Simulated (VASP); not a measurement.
# Os: single point with PBE+D3(BJ)

Os:

```
Os
1.0
     2.74613    0.00000    0.00000
    -1.37307    2.37822    0.00000
     0.00000    0.00000    4.32631
Os
2
Direct
  0.33333 0.66667 0.25000
  0.66667 0.33333 0.75000
```

```json
{"Program": "VASP 6.6.1", "Task": "single point", "Functional": "PBE", "Dispersion": "D3(BJ)", "Potentials or basis": "VASP PAW PBE potentials, release 64 (Os)", "Cutoff": "600 eV", "k mesh": "6 × 6 × 4", "Occupations": "methfessel-paxton, width 0.03 eV", "Spin": "no spin polarisation"}
```

The pressure is -2.5 GPa and the band gap on the k mesh is zero (bands 8 and 9 overlap by 3.55 eV). The dispersion energy per atom is -0.648 eV.

Stress tensor (GPa, compression positive):
```
-0.13  0.00  0.00
 0.00 -0.13  0.00
 0.00  0.00 -7.26
```

Levels at points of the mesh, in eV from the Fermi level:
```
           k point  band 5  band 6  band 7  band 8  band 9  band 10  band 11  band 12
(0.00, 0.00, 0.00)   -3.11   -2.55   -2.55   -1.95   -1.95    -0.31     1.28     1.28
(0.50, 0.00, 0.00)   -3.27   -2.90   -2.22    1.60    2.16     2.30     3.96     5.25
(0.00, 0.00, 0.50)   -3.59   -3.59   -3.59   -3.59    0.50     0.50     0.50     0.50
(0.50, 0.00, 0.50)   -1.58   -1.58   -0.53   -0.53    1.94     1.94     2.88     2.88
```

Run time: 9.3 s on 1 thread of Intel(R) Xeon(R) Platinum 8259CL CPU @ 2.50GHz (Skylake/Cascade Lake) (shared host), peak memory 0.16 GiB.

Caveat: the k points lie up to 0.44 Å⁻¹ apart, too coarse for converged energies and pressures of a metal; spin-orbit coupling is left out, which moves the levels of the heavy elements.
